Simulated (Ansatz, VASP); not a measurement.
## ZnS in VASP and in Ansatz

```xyz
2
Lattice="0.0000 2.7216 2.7216 2.7216 0.0000 2.7216 2.7216 2.7216 0.0000" Properties=species:S:1:pos:R:3 pbc="T T T"
Zn    0.0000    0.0000    0.0000
S     4.3710    3.7937    3.7937
```

Change from the starting cell: all S atoms moved +0.500 Å, as atom 2 towards its neighbour atom 1 (Zn) at 2.357 Å.

Alike in both runs: task single point; functional PBE; k mesh 8 × 8 × 8; occupations gaussian, width 0.05 eV; no spin polarisation.

```csv
,VASP,Ansatz
version,VASP 6.6.1,Ansatz 0.2.0
potentials or method,"VASP PAW PBE potentials, release 64 (Zn, S), cutoff 520 eV","scalar-relativistic, plane waves, PAW"
valence electrons in the cell,18,18
```

```tsv
	VASP	Ansatz	Ansatz less VASP
gap on the k mesh at the Fermi level (eV)	1.87	1.85	-0.016
least direct gap on the mesh (eV)	1.87	1.85	-0.016
pressure (GPa)	15.7	15.4	-0.27
traceless stress, the component that is largest in VASP (GPa)	-18.84	-18.72	+0.125
rms of the force components (eV/Å)	5.098	5.070	-0.0282
```

Atom by atom the forces differ by 0.028 eV/Å (rms over components).
